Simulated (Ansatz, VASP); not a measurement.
One calculation of SiC, two programs

```xyz
2
Lattice="0.0000 2.1782 2.1782 2.1782 0.0000 2.1782 2.1782 2.1782 0.0000" Properties=species:S:1:pos:R:3 pbc="T T T"
Si    0.0000    0.0000    0.0000
C     1.0891    1.0891    1.0891
```

Alike in both runs: functional r2SCAN; k mesh 13 × 13 × 13; occupations fermi-dirac, width 0.02 eV; no spin polarisation.

Ansatz relaxed the structure, and its values are those at the end. VASP's run is a single point on that final structure, the one shown.

```csv
,VASP,Ansatz
version,VASP 6.6.1,Ansatz 0.2.0
potentials or method,"VASP PAW PBE potentials, release 64 (Si, C)","PAW with Ansatz's default frozen-core files, scalar-relativistic"
plane-wave cutoff (eV),520,500
valence electrons in the cell,8,8
```

```csv
,VASP,Ansatz,Ansatz less VASP
pressure (GPa),-0.2,0.0,+0.17
```

VASP's potentials were made for PBE, not for r2SCAN.
